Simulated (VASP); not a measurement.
A run of VASP 6.6.1 is set up as follows.

POSCAR

```
Bi2H
1.0
    2.2549358756      1.3018878348      4.4257596216
   -2.2549358756      1.3018878348      4.4257596216
    0.0000000000     -2.6037756695      4.4257596216
Bi H
2 1
Direct
    0.2259934587      0.2259934587      0.2259934587
    0.7740065413      0.7740065413      0.7740065413
    0.5000000000      0.5000000000      0.5000000000
```

The input INCAR.step1:

```
ALGO = Normal
EDIFF = 1E-4
ENCUT = 520
GGA = PE
ISMEAR = 0
LASPH = True
LCHARG = False
LREAL = False
LWAVE = True
NBANDS = 22
NELM = 60
PREC = Accurate
SIGMA = 0.1
```

The input INCAR.step2:

```
ALGO = Normal
EDIFF = 1E-6
ENCUT = 520
ISIF = 2
ISMEAR = 0
ISTART = 1
LASPH = True
LCHARG = True
LELF = True
LMIXTAU = True
LREAL = False
LVHAR = True
LWAVE = False
METAGGA = R2SCAN
NBANDS = 22
NELM = 60
PREC = Accurate
SIGMA = 0.1
```

Contents of KPOINTS:

```
k-points
0
Gamma
  12 12 12
```

Potentials or basis: VASP PAW PBE potentials, release 64 (Bi_d, H).

The run is started by

```sh
$ cat potpaw_PBE.64/Bi_d/POTCAR potpaw_PBE.64/H/POTCAR > POTCAR
$ cp INCAR.step1 INCAR
$ mpirun -np 1 vasp_std > vasp.out
$ cp INCAR.step2 INCAR
$ mpirun -np 1 vasp_std > vasp.out
```

What does it give for the pressure?

0.0 GPa.

Estimate the largest force.

0.021 eV/Å.

What does it give for the band gap on the k mesh?

Zero (an odd number of electrons rules out a gap without spin polarisation).

Forces on the atoms (eV/Å):
```
Bi   0.000  0.000  0.021
Bi   0.000  0.000 -0.021
H    0.000  0.000  0.000
```

Caveat: the PAW data sets were made with another functional, which shifts forces and pressure a little; spin-orbit coupling is left out, which moves the levels of the heavy elements.
